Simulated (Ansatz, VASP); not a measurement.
## Two plane-wave programs on Sr

The input INCAR:

```
SYSTEM = Sr
  PREC = Accurate
  ENCUT = 520
  EDIFF = 1E-8
  ISMEAR = -1
  SIGMA = 0.08
  LREAL = .FALSE.
  LASPH = .TRUE.
  NELM = 60
  ALGO = Normal
  ISIF = 2
  LWAVE = .FALSE.
  LCHARG = .FALSE.
  GGA = CA
  LEFG = .TRUE.
  NBANDS = 17
```

The input KPOINTS:

```
regular mesh
0
G
  10 10 5
  0 0 0
```

File POSCAR:

```
Sr
1.0
    4.3531002229      0.0000000000      0.0000000000
   -2.1765501115      3.7698953782      0.0000000000
    0.0000000000      0.0000000000      7.0500000000
Sr
2
Direct
    0.3333333333      0.6666666667      0.2500000000
    0.6666666667      0.3333333333      0.7500000000
```

Input for Ansatz:

```yaml
crystal:
  lattice:
    - [4.3531002229, 0.0, 0.0]
    - [-2.1765501115, 3.7698953782, 0.0]
    - [0.0, 0.0, 7.05]
  atoms:
    - { symbol: Sr, position: [0.3333333333, 0.6666666667, 0.25] }
    - { symbol: Sr, position: [0.6666666667, 0.3333333333, 0.75] }
kpoints:
  mp_grid: { grid: [10, 10, 5] }
scf:
  occupations: { method: fermi_dirac, width: 0.08 }
hamiltonian:
  xc: lda
  pseudopotentials: { kind: paw }
output:
  forces: true
  stress: true
  eigenvalues: true
  efg: { contact_densities: true }
```

Change from the starting cell: equal xx and yy strain of +1 %, PAW files.

Alike in both runs: task electric field gradients; functional LDA; k mesh 10 × 10 × 5; occupations fermi-dirac, width 0.08 eV; no spin polarisation.

```csv
,VASP,Ansatz
version,VASP 6.6.1,Ansatz 0.2.0
potentials or method,"VASP PAW LDA potentials, release 64 (Sr_sv)","PAW with Ansatz's default frozen-core files, scalar-relativistic"
plane-wave cutoff (eV),520,420
valence electrons in the cell,20,20
```

Ansatz gave:

```
pressure (GPa)                                                : -1.7
traceless stress, the component that is largest in VASP (GPa) : 0.13
size of Vzz on the site where it differs most (V/Å²)          : 0.9
```

Problem. What did VASP give for the same quantities?

Solution. Pressure (GPa): -1.7; traceless stress, the component that is largest in VASP (GPa): 0.13; size of Vzz on the site where it differs most (V/Å²): 0.7.

LDA's correlation is that of Perdew and Zunger in VASP and of Perdew and Wang (1992) in Ansatz.
